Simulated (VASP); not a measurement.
Runs of VASP 6.6.1 on Mg3ZnTe4. Symmetry: P-4m2, No. 115, tetragonal system. Conventional cell: a = 4.533 Å, b = 4.533 Å, c = 12.924 Å, α = 90.00°, β = 90.00°, γ = 90.00°. Within 3.7 Å of Mg (site symmetry 2mm) lie 4 Te at 2.81 Å. Within 3.7 Å of Mg (site symmetry -4m2) lie 4 Te at 2.81 Å. Within 3.6 Å of Zn (site symmetry -4m2) lie 4 Te at 2.71 Å. Te (site symmetry 2mm) has 4 Mg at 2.81 Å within 3.7 Å. Te (site symmetry 2mm) has 2 Zn at 2.71 Å and 2 Mg at 2.81 Å within 3.6 Å. 

```csv
task,level,cell,k mesh,cutoff (eV),smearing,gap on the mesh (eV),pressure (GPa),largest force (eV/Å)
relaxation of cell and atoms,PBE,relaxed,6 × 6 × 2,600,gaussian 0.02 eV,1.81,0.0,0.01
single point,PBE,as given,4 × 4 × 2,520,gaussian 0.1 eV,1.81,0.1,0.02
single point,PBE,as given,6 × 6 × 2,520,gaussian 0.02 eV,1.81,0.0,0.01
single point,r2SCAN,as given,6 × 6 × 2,520,gaussian 0.02 eV,2.36,(a),0.02
```

Alike in all rows: potentials or basis VASP PAW PBE potentials, release 64 (Mg, Zn, Te); no spin polarisation.

Task: Estimate the missing entries.

Result: (a) -0.9.

Caveats: spin-orbit coupling is left out, which moves the levels of the heavy elements; the PAW data sets were made with another functional, which shifts forces and pressure a little (at least some runs).

A k mesh can miss the band edges, and the runs leave out spin-orbit coupling on Te.
